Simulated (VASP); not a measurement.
# BN (F-43m) in VASP: notebook

The runs below take BN through single point, with PBE.

Program: VASP 6.6.1. These are calculated values, not measurements. Logs are shortened: lines on timing, memory, paths and dates and some standing lists are left out, and cuts for length are marked.

### Step 1. The cell of the first run

It takes space group F-43m (No. 216, cubic). Conventional cell: a = 3.336 Å, b = 3.336 Å, c = 3.336 Å, α = 90.00°, β = 90.00°, γ = 90.00°. B (site symmetry -43m) has 4 N at 1.44 Å within 1.9 Å. N (site symmetry -43m) has 4 B at 1.44 Å within 1.9 Å.

### Step 2. Single point, PBE (strain -0.080 along x and y, -0.080 along z)

INCAR

```
SYSTEM = BN
PREC = Accurate ; ENCUT = 520
EDIFF = 1E-7 ; ISMEAR = 0
SIGMA = 0.05 ; LREAL = .FALSE.
LASPH = .TRUE. ; NELM = 100
ALGO = Normal ; ISIF = 2
LWAVE = .FALSE. ; LCHARG = .FALSE.
GGA = PE ; NBANDS = 11
```

KPOINTS

```
regular mesh
0
G
  12 12 12
  0 0 0
```

POSCAR

```
BN
1.0
    0.0000000000      1.6679609200      1.6679609200
    1.6679609200      0.0000000000      1.6679609200
    1.6679609200      1.6679609200      0.0000000000
B N
1 1
Direct
    0.0000000000      0.0000000000      0.0000000000
    0.7500000000      0.7500000000      0.7500000000
```

Potentials or basis: VASP PAW PBE potentials, release 64 (B, N).

Launch:

```sh
$ cat potpaw_PBE.64/B/POTCAR potpaw_PBE.64/N/POTCAR > POTCAR
$ mpirun -np 1 vasp_std > vasp.out
```

OUTCAR:

```text
SYSTEM = BN
   PREC = Accurate
   ENCUT = 520
   EDIFF = 1E-7
   ISMEAR = 0
   LREAL = .FALSE.
   LASPH = .TRUE.
   NELM = 100
   ISIF = 2
   GGA = PE

 ion  position               nearest neighbor table
   1  0.000  0.000  0.000-   2 1.44   2 1.44   2 1.44   2 1.44
   2  0.750  0.750  0.750-   1 1.44   1 1.44   1 1.44   1 1.44

  LATTYP: Found a face centered cubic cell.
 ALAT       =     3.3359218400

  Lattice vectors:

 A1 = (   0.0000000000,   1.6679609200,   1.6679609200)
 A2 = (   1.6679609200,   0.0000000000,   1.6679609200)
 A3 = (   1.6679609200,   1.6679609200,   0.0000000000)

Analysis of symmetry for initial positions (statically):
=====================================================================
 Subroutine PRICEL returns:
 Original cell was already a primitive cell.

 Routine SETGRP: Setting up the symmetry group for a
 face centered cubic supercell.

 Subroutine GETGRP returns: Found 24 space group operations
 (whereof 24 operations were pure point group operations)
 out of a pool of 48 trial point group operations.

The static configuration has the point symmetry T_d .

Analysis of symmetry for dynamics (positions and initial velocities):
=====================================================================
 Subroutine PRICEL returns:
 Original cell was already a primitive cell.

 Routine SETGRP: Setting up the symmetry group for a
 face centered cubic supercell.

 Subroutine GETGRP returns: Found 24 space group operations
 (whereof 24 operations were pure point group operations)
 out of a pool of 48 trial point group operations.

The dynamic configuration has the point symmetry T_d .

 Subroutine INISYM returns: Found 24 space group operations
 (whereof 24 operations are pure point group operations),
 and found     1 'primitive' translations

----------------------------------------------------------------------------------------

                                     Primitive cell

  volume of cell :       9.2808

  direct lattice vectors                    reciprocal lattice vectors
     0.000000000  1.667960920  1.667960920    -0.299767215  0.299767215  0.299767215
     1.667960920  0.000000000  1.667960920     0.299767215 -0.299767215  0.299767215
     1.667960920  1.667960920  0.000000000     0.299767215  0.299767215 -0.299767215

  length of vectors
     2.358852955  2.358852955  2.358852955     0.519212047  0.519212047  0.519212047

  position of ions in fractional coordinates (direct lattice)
     0.000000000  0.000000000  0.000000000
     0.750000000  0.750000000  0.750000000

  ion indices of the primitive-cell ions
   primitive index   ion index
                 1           1
[... 79 lines left out ...]
   ISIF   =      2    stress and relaxation
   ISYM   =      2    0-nonsym 1-usesym 2-fastsym
   POTIM  = 0.5000    time-step for ionic-motion
   TEBEG  =    0.0;   TEEND  =   0.0 temperature during run
   PSTRESS=    0.0 pullay stress
   NELECT =       8.0000    total number of electrons
   NUPDOWN=      -1.0000    fix difference up-down
   EMIN   =  10.00;   EMAX   =-10.00  energy-range for DOS
   EFERMI =   0.00;   METHOD = LEGACY
   ISMEAR =     0;   SIGMA  =   0.05  broadening in eV -4-tet -1-fermi 0-gaus
   EFERMI_NEDOS =   21; number of points for ismear=-14 and -15
   IALGO  =     38    algorithm
   IMIX   =      4    mixing-type and parameters
     AMIX     =   0.40;   BMIX     =  1.00
     AMIX_MAG =   1.60;   BMIX_MAG =  1.00
  volume/ion in A,a.u.               =       4.64        31.32
  Fermi-wavevector in a.u.,A,eV,Ry     =   1.558029  2.944248 33.027535  2.427455
  Thomas-Fermi vector in A             =   2.661593
   LORBIT       =      0    0 simple, 1 ext, 2 COOP (PROOUT), +10 PAW based schemes
   GGA     = PE    functional components
   LHFCALC =     F    Hartree Fock is set to
   AEXX    =    0.0000 exact exchange contribution
   IVDW    =     0    specifies the selected vdW correction
   LEPSILON=     F    determine dielectric tensor
   LRPA    =     F    only Hartree local field effects (RPA)
 non-spin polarized calculation
 Gauss-broadening in eV      SIGMA  =   0.05
  energy-cutoff  :      520.00
  volume of cell :        9.28
 maximum number of plane-waves:       263
 NGX is ok and might be reduce to    18
   NGX =  9   NGY =  9   NGZ =  9

 number of electron       8.0000003 magnetization

 Free energy of the ion-electron system (eV)
  ---------------------------------------------------
  ext. energy  EPLUGINS =         0.00000000
  ---------------------------------------------------
  free energy    TOTEN  =       -16.45403657 eV

  energy without entropy =      -16.45403657  energy(sigma->0) =      -16.45403657

 E-fermi :  10.9657     XC(G=0): -14.0528

 val. band max:       10.6795790642   @ k =   0.0000   0.0000   0.0000
 cond. band min:      15.3571867864   @ k =   0.5000   0.5000   0.0000
 fundamental gap:      4.6776077222
 Fermi energy:        10.9656788535

 k-point     1 :       0.0000    0.0000    0.0000
  band No.  band energies     occupation
      1     -12.5651      2.00000
      2      10.6796      2.00000
      3      10.6796      2.00000
      4      10.6796      2.00000
      5      20.6521      0.00000
      6      20.6521      0.00000
      7      20.6521      0.00000
      8      25.2370      0.00000
      9      40.2250      0.00000
     10      41.5779      0.00000
     11      41.5779      0.00000
[... 309 lines left out ...]
 k-point    24 :      -0.4167    0.1667    0.0000
  band No.  band energies     occupation
      1      -6.6723      2.00000
      2      -1.6054      2.00000
      3       5.6669      2.00000
      4       7.4116      2.00000
      5      21.0925      0.00000
      6      24.7751      0.00000
      7      26.1508      0.00000
      8      29.7237      0.00000
      9      35.0860      0.00000
     10      39.2457      0.00000
     11      42.7233      0.00000

 [... further k-points ...]
[... 5 lines left out ...]
  --------------------------------------------------------------------------------------
  -------------------------------------------------------------------------------------
  Total        8.4781499      8.4781499      8.4781499      0.0000000      0.0000000     -0.0000000
  in kB     1463.6056069   1463.6056069   1463.6056069      0.0000000      0.0000000     -0.0000000
  external PRESSURE =    1463.6056069 kB  Pullay stress =       0.0000000 kB

 VOLUME and BASIS-vectors are now :
 -----------------------------------------------------------------------------
  energy-cutoff  :      520.00
  volume of cell :        9.28
      direct lattice vectors                 reciprocal lattice vectors
     0.000000000  1.667960920  1.667960920    -0.299767215  0.299767215  0.299767215
     1.667960920  0.000000000  1.667960920     0.299767215 -0.299767215  0.299767215
     1.667960920  1.667960920  0.000000000     0.299767215  0.299767215 -0.299767215

 POSITION                                       TOTAL-FORCE (eV/Angst)
 -----------------------------------------------------------------------------------
      0.00000      0.00000      0.00000        -0.000000     -0.000000     -0.000000
      2.50194      2.50194      2.50194         0.000000      0.000000      0.000000
 -----------------------------------------------------------------------------------
    total drift:                               -0.000000     -0.000000     -0.000000

  FREE ENERGIE OF THE ION-ELECTRON SYSTEM (eV)
  ---------------------------------------------------
  free  energy   TOTEN  =       -16.4540365688 eV

  energy  without entropy=      -16.4540365688  energy(sigma->0) =      -16.45403657
```

OSZICAR:

```text
N       E                     dE             d eps       ncg     rms          rms(c)
DAV:   1     0.124349363313E+02    0.12435E+02   -0.52814E+03  1640   0.747E+02
DAV:   2    -0.174613296490E+02   -0.29896E+02   -0.29193E+02  1824   0.180E+02
DAV:   3    -0.178940951840E+02   -0.43277E+00   -0.43204E+00  1897   0.182E+01
DAV:   4    -0.178944485506E+02   -0.35337E-03   -0.35336E-03  1698   0.579E-01
DAV:   5    -0.178944487609E+02   -0.21033E-06   -0.21031E-06  1818   0.141E-02    0.834E+00
DAV:   6    -0.166475508134E+02    0.12469E+01   -0.27174E+00  1644   0.107E+01    0.429E+00
DAV:   7    -0.164732000946E+02    0.17435E+00   -0.27992E-01  1838   0.417E+00    0.228E+00
DAV:   8    -0.164536711774E+02    0.19529E-01   -0.43885E-02  1817   0.163E+00    0.344E-01
DAV:   9    -0.164539743718E+02   -0.30319E-03   -0.72750E-04  1698   0.273E-01    0.106E-01
DAV:  10    -0.164540333972E+02   -0.59025E-04   -0.88322E-05  1746   0.800E-02    0.191E-02
DAV:  11    -0.164540364568E+02   -0.30596E-05   -0.39559E-06  1779   0.179E-02    0.107E-02
DAV:  12    -0.164540365572E+02   -0.10041E-06   -0.66043E-07  1773   0.626E-03    0.503E-04
DAV:  13    -0.164540365688E+02   -0.11616E-07   -0.11162E-08   849   0.107E-03
   1 F= -.16454037E+02 E0= -.16454037E+02  d E =-.295522E-18
```

stdout:

```text
POSCAR found type information on POSCAR B N
 POSCAR found :  2 types and       2 ions
 scaLAPACK will be used
 LDA part: xc-table for (Slater+PW92), standard interpolation
 POSCAR, INCAR and KPOINTS ok, starting setup
 FFT: planning ... GRIDC
 FFT: planning ... GRID_SOFT
 FFT: planning ... GRID
 WAVECAR not read
 entering main loop
```

It took 8.2 s on 1 thread of AMD EPYC 7R43 (Zen 3), shared host; peak memory 0.08 GiB.

What came out:

- Free energy: -16.4540 eV
- Pressure: 146.4 GPa
- Band gap on the k mesh: 4.68 eV, indirect (least direct gap 9.97 eV)

Caveat: the cell differs from its parent crystal (strain -0.080 along x and y, -0.080 along z). A k mesh can miss the band edges.

### Step 3. Single point, PBE (strain -0.040 along x and y, -0.040 along z)

INCAR

```
SYSTEM = BN
  ALGO = Normal
  EDIFF = 1E-7
  ENCUT = 520
  GGA = PE
  ISIF = 2
  ISMEAR = 0
  LASPH = .True.
  LCHARG = .False.
  LREAL = .False.
  LWAVE = .False.
  NBANDS = 11
  NELM = 60
  PREC = Accurate
  SIGMA = 0.05
```

KPOINTS

```
k-points
0
Gamma
  12 12 12
  0 0 0
```

POSCAR

```
BN
1.0
    0.0000000000      1.7404809600      1.7404809600
    1.7404809600      0.0000000000      1.7404809600
    1.7404809600      1.7404809600      0.0000000000
B N
1 1
Direct
    0.0000000000      0.0000000000      0.0000000000
    0.7500000000      0.7500000000      0.7500000000
```

Potentials or basis: VASP PAW PBE potentials, release 64 (B, N).

Launch:

```sh
$ cat potpaw_PBE.64/B/POTCAR potpaw_PBE.64/N/POTCAR > POTCAR
$ mpirun -np 1 vasp_std > vasp.out
```

Wall time 8.8 s (1 thread of AMD EPYC 7R43 (Zen 3), shared host); peak memory 0.08 GiB.

It converged, with:

| Property | Result |
| --- | --- |
| Free energy | -17.2275 eV |
| Pressure | 56.9 GPa |
| Band gap on the k mesh | 4.57 eV, indirect (least direct gap 9.36 eV) |

Levels at points of the mesh, in eV from the valence-band top:
| k point | band 1 | band 2 | band 3 | band 4 | band 5 | band 6 | band 7 | band 8 | band 9 |
| --- | --- | --- | --- | --- | --- | --- | --- | --- | --- |
| (0.00, 0.00, 0.00) | -21.58 | 0.00 | 0.00 | 0.00 | 9.36 | 9.36 | 9.36 | 12.26 | 26.95 |
| (0.50, 0.00, 0.00) | -16.80 | -11.78 | -2.16 | -2.16 | 11.33 | 11.33 | 11.68 | 16.42 | 25.18 |
| (0.50, 0.50, 0.00) | -15.28 | -9.69 | -5.49 | -5.49 | 4.57 | 9.86 | 19.73 | 19.73 | 22.83 |

Caveat: the cell differs from its parent crystal (strain -0.040 along x and y, -0.040 along z).

### Step 4. Single point, PBE (strain +0.040 along x and y, +0.040 along z)

INCAR

```
SYSTEM = BN
PREC = Accurate
ENCUT = 520
EDIFF = 1E-6
ISMEAR = 0
SIGMA = 0.05
LREAL = .False.
LASPH = .True.
NELM = 100
ALGO = Normal
ISIF = 2
LWAVE = .False.
LCHARG = .False.
GGA = PE
NBANDS = 11
```

KPOINTS

```
Automatic mesh
0
Gamma
  12 12 12
  0 0 0
```

POSCAR

```
BN
1.0
    0.0000000000      1.8855210400      1.8855210400
    1.8855210400      0.0000000000      1.8855210400
    1.8855210400      1.8855210400      0.0000000000
B N
1 1
Direct
    0.0000000000      0.0000000000      0.0000000000
    0.7500000000      0.7500000000      0.7500000000
```

Potentials or basis: VASP PAW PBE potentials, release 64 (B, N).

Launch:

```sh
$ cat potpaw_PBE.64/B/POTCAR potpaw_PBE.64/N/POTCAR > POTCAR
$ mpirun -np 1 vasp_std > vasp.out
```

OUTCAR:

```text
SYSTEM = BN
   PREC = Accurate
   ENCUT = 520
   EDIFF = 1E-6
   ISMEAR = 0
   LREAL = .False.
   LASPH = .True.
   NELM = 100
   ISIF = 2
   GGA = PE

 ion  position               nearest neighbor table
   1  0.000  0.000  0.000-   2 1.63   2 1.63   2 1.63   2 1.63
   2  0.750  0.750  0.750-   1 1.63   1 1.63   1 1.63   1 1.63

  LATTYP: Found a face centered cubic cell.
 ALAT       =     3.7710420800

  Lattice vectors:

 A1 = (   0.0000000000,   1.8855210400,   1.8855210400)
 A2 = (   1.8855210400,   0.0000000000,   1.8855210400)
 A3 = (   1.8855210400,   1.8855210400,   0.0000000000)

Analysis of symmetry for initial positions (statically):
=====================================================================
 Subroutine PRICEL returns:
 Original cell was already a primitive cell.

 Routine SETGRP: Setting up the symmetry group for a
 face centered cubic supercell.

 Subroutine GETGRP returns: Found 24 space group operations
 (whereof 24 operations were pure point group operations)
 out of a pool of 48 trial point group operations.

The static configuration has the point symmetry T_d .

Analysis of symmetry for dynamics (positions and initial velocities):
=====================================================================
 Subroutine PRICEL returns:
 Original cell was already a primitive cell.

 Routine SETGRP: Setting up the symmetry group for a
 face centered cubic supercell.

 Subroutine GETGRP returns: Found 24 space group operations
 (whereof 24 operations were pure point group operations)
 out of a pool of 48 trial point group operations.

The dynamic configuration has the point symmetry T_d .

 Subroutine INISYM returns: Found 24 space group operations
 (whereof 24 operations are pure point group operations),
 and found     1 'primitive' translations

----------------------------------------------------------------------------------------

                                     Primitive cell

  volume of cell :      13.4068

  direct lattice vectors                    reciprocal lattice vectors
[... 112 lines left out ...]
   GGA     = PE    functional components
   LHFCALC =     F    Hartree Fock is set to
   AEXX    =    0.0000 exact exchange contribution
   IVDW    =     0    specifies the selected vdW correction
   LEPSILON=     F    determine dielectric tensor
   LRPA    =     F    only Hartree local field effects (RPA)
 non-spin polarized calculation
 Gauss-broadening in eV      SIGMA  =   0.05
  energy-cutoff  :      520.00
  volume of cell :       13.41
 maximum number of plane-waves:       372
   NGX =  9   NGY =  9   NGZ =  9

 number of electron       8.0000001 magnetization

 Free energy of the ion-electron system (eV)
  ---------------------------------------------------
  ext. energy  EPLUGINS =         0.00000000
  ---------------------------------------------------
  free energy    TOTEN  =       -17.27213304 eV

  energy without entropy =      -17.27213304  energy(sigma->0) =      -17.27213304

 E-fermi :   6.1891     XC(G=0): -12.2066

 val. band max:        5.9198502954   @ k =   0.0000   0.0000   0.0000
 cond. band min:      10.2335357451   @ k =   0.5000   0.5000   0.0000
 fundamental gap:      4.3136854497
 Fermi energy:         6.1890980876

 k-point     1 :       0.0000    0.0000    0.0000
  band No.  band energies     occupation
      1     -12.9410      2.00000
      2       5.9198      2.00000
      3       5.9198      2.00000
      4       5.9199      2.00000
      5      14.1389      0.00000
      6      14.1389      0.00000
      7      14.1389      0.00000
      8      14.2845      0.00000
      9      28.3783      0.00000
     10      32.1916      0.00000
     11      32.1916      0.00000
[... 309 lines left out ...]
 k-point    24 :      -0.4167    0.1667    0.0000
  band No.  band energies     occupation
      1      -8.9821      2.00000
      2      -3.0490      2.00000
      3       2.2007      2.00000
      4       3.6624      2.00000
      5      14.5283      0.00000
      6      16.6449      0.00000
      7      17.2189      0.00000
      8      20.0124      0.00000
      9      25.4917      0.00000
     10      29.7586      0.00000
     11      30.1901      0.00000

 [... further k-points ...]
[... 5 lines left out ...]
  --------------------------------------------------------------------------------------
  -------------------------------------------------------------------------------------
  Total       -2.9649067     -2.9649067     -2.9649067      0.0000000      0.0000000      0.0000000
  in kB     -354.3214665   -354.3214665   -354.3214665      0.0000000      0.0000000      0.0000000
  external PRESSURE =    -354.3214665 kB  Pullay stress =       0.0000000 kB

 VOLUME and BASIS-vectors are now :
 -----------------------------------------------------------------------------
  energy-cutoff  :      520.00
  volume of cell :       13.41
      direct lattice vectors                 reciprocal lattice vectors
     0.000000000  1.885521040  1.885521040    -0.265178690  0.265178690  0.265178690
     1.885521040  0.000000000  1.885521040     0.265178690 -0.265178690  0.265178690
     1.885521040  1.885521040  0.000000000     0.265178690  0.265178690 -0.265178690

 POSITION                                       TOTAL-FORCE (eV/Angst)
 -----------------------------------------------------------------------------------
      0.00000      0.00000      0.00000         0.000000      0.000000      0.000000
      2.82828      2.82828      2.82828        -0.000000     -0.000000     -0.000000
 -----------------------------------------------------------------------------------
    total drift:                                0.000000      0.000000      0.000000

  FREE ENERGIE OF THE ION-ELECTRON SYSTEM (eV)
  ---------------------------------------------------
  free  energy   TOTEN  =       -17.2721330449 eV

  energy  without entropy=      -17.2721330449  energy(sigma->0) =      -17.27213304
```

OSZICAR:

```text
N       E                     dE             d eps       ncg     rms          rms(c)
DAV:   1     0.102463259665E+02    0.10246E+02   -0.47979E+03  1640   0.705E+02
DAV:   2    -0.175156523878E+02   -0.27762E+02   -0.26699E+02  1944   0.157E+02
DAV:   3    -0.180658757779E+02   -0.55022E+00   -0.54949E+00  1854   0.192E+01
DAV:   4    -0.180666024288E+02   -0.72665E-03   -0.72664E-03  1719   0.786E-01
DAV:   5    -0.180666033163E+02   -0.88745E-06   -0.88743E-06  1812   0.264E-02    0.606E+00
DAV:   6    -0.173200701941E+02    0.74653E+00   -0.32006E+00  1668   0.965E+00    0.287E+00
DAV:   7    -0.172820460422E+02    0.38024E-01   -0.65762E-02  1722   0.224E+00    0.176E+00
DAV:   8    -0.172719789572E+02    0.10067E-01   -0.29711E-02  1739   0.122E+00    0.138E-01
DAV:   9    -0.172720207177E+02   -0.41761E-04   -0.12928E-03  1704   0.251E-01    0.714E-02
DAV:  10    -0.172721261046E+02   -0.10539E-03   -0.14088E-04  1672   0.101E-01    0.139E-02
DAV:  11    -0.172721330109E+02   -0.69063E-05   -0.12657E-05  1836   0.285E-02    0.102E-02
DAV:  12    -0.172721330449E+02   -0.34019E-07   -0.19430E-06   965   0.943E-03
   1 F= -.17272133E+02 E0= -.17272133E+02  d E =-.124848E-16
```

It took 11 s on 1 thread of AMD EPYC 7R43 (Zen 3), shared host; peak memory 0.09 GiB.

What came out:

```
Free energy            : -17.2721 eV
Pressure               : -35.4 GPa
Band gap on the k mesh : 4.31 eV, indirect (least direct gap 8.22 eV)
```

Caveat: the cell differs from its parent crystal (strain +0.040 along x and y, +0.040 along z). A k mesh can miss the band edges.

### Step 5. Summary

| cell | gap on the mesh (eV) | pressure (GPa) |
| --- | --- | --- |
| a = 2.359 Å, angles 60.0°, 2 atoms | 4.68 | 146.4 |
| a = 2.461 Å, angles 60.0°, 2 atoms | 4.57 | 56.9 |
| a = 2.667 Å, angles 60.0°, 2 atoms | 4.31 | -35.4 |

Alike in all rows: task single point; level PBE; potentials or basis VASP PAW PBE potentials, release 64 (B, N); no spin polarisation; k mesh 12 × 12 × 12; cutoff (eV) 520; smearing gaussian 0.05 eV.

Total energies depend on the potentials used, so only differences within one code and one set of settings carry meaning.
